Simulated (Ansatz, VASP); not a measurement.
# One calculation of BePd, two programs

File INCAR:

```
SYSTEM = BePd
PREC = Accurate ; ENCUT = 520
EDIFF = 1E-8 ; ISMEAR = -1
SIGMA = 0.08 ; LREAL = .FALSE.
LASPH = .TRUE. ; NELM = 100
ALGO = Normal ; ISIF = 2
LWAVE = .FALSE. ; LCHARG = .FALSE.
GGA = CA ; LEFG = .TRUE.
NBANDS = 13
```

File KPOINTS:

```
Automatic mesh
0
G
  12 12 12
  0 0 0
```

Contents of POSCAR:

```
BePd
1.0
    2.7941202365      0.0000000000      0.0000000000
    0.0000000000      2.7941202365      0.0000000000
    0.0000000000      0.0000000000      2.7941202365
Be Pd
1 1
Direct
    0.0000000000      0.0000000000      0.0000000000
    0.5000000000      0.5000000000      0.5000000000
```

Input for Ansatz:

```yaml
crystal:
  lattice:
    - [2.7941202365, 0.0, 0.0]
    - [0.0, 2.7941202365, 0.0]
    - [0.0, 0.0, 2.7941202365]
  atoms:
    - { symbol: Be, position: [0.0, 0.0, 0.0] }
    - { symbol: Pd, position: [0.5, 0.5, 0.5] }
kpoints:
  mp_grid: { grid: [12, 12, 12] }
scf:
  occupations: { method: fermi_dirac, width: 0.08 }
hamiltonian:
  xc: lda
  pseudopotentials: { kind: paw }
output:
  forces: true
  stress: true
  eigenvalues: true
  efg: { contact_densities: true }
  write_density: true
  write_potential: true
  elf: true
  volumetric_format: npy
```

Change from the starting cell: volume scaled by 0.98, PAW files.

Alike in both runs: task electric field gradients; functional LDA; k mesh 12 × 12 × 12; occupations fermi-dirac, width 0.08 eV; no spin polarisation.

|  | VASP | Ansatz |
| --- | --- | --- |
| version | VASP 6.6.1 | Ansatz 0.2.0 |
| potentials or method | VASP PAW LDA potentials, release 64 (Be, Pd) | PAW with Ansatz's default frozen-core files, scalar-relativistic |
| plane-wave cutoff (eV) | 520 | 420 |
| valence electrons in the cell | 12 | 20 |

|  | VASP | Ansatz | Ansatz less VASP |
| --- | --- | --- | --- |
| pressure (GPa) | -3.8 | -4.4 | -0.62 |

LDA's correlation is that of Perdew and Zunger in VASP and of Perdew and Wang (1992) in Ansatz. VASP's potentials hold 12 valence electrons a cell and Ansatz's 20, so a difference there can come from the potentials and not from the codes.
